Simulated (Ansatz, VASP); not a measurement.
**One calculation of In3GaAs4, two programs**

```
Ga As In
1.0
     4.19426    0.00000    0.00000
     0.00000    4.19426    0.00000
     0.00000    0.00000   11.90759
Ga As In
1 4 3
Direct
  0.00000 0.00000 0.00000
  0.00000 0.50000 0.11102
  0.50000 0.00000 0.37057
  0.00000 0.50000 0.62943
  0.50000 0.00000 0.88898
  0.50000 0.50000 0.24123
  0.00000 0.00000 0.50000
  0.50000 0.50000 0.75877
```

Alike in both runs: task single point; functional r2SCAN; k mesh 6 × 6 × 2; occupations fermi-dirac, width 0.02 eV; no spin polarisation.

|  | VASP | Ansatz |
| --- | --- | --- |
| version | VASP 6.6.1 | Ansatz 0.2.0 |
| potentials or method | VASP PAW PBE potentials, release 64 (Ga_d, As, In_d) | plane waves, PAW |
| plane-wave cutoff (eV) | 520 | 500 |
| valence electrons in the cell | 72 | 112 |

Ansatz gave:

| Item | Value |
| --- | --- |
| pressure (GPa) | 2.0 |
| rms of the force components (eV/Å) | 0.009 |

Q: Which values does VASP return?

A: Pressure (GPa): 2.0; rms of the force components (eV/Å): 0.008.

VASP's potentials were made for PBE, not for r2SCAN. VASP's potentials hold 72 valence electrons a cell and Ansatz's 112, so a difference there can come from the potentials and not from the codes.
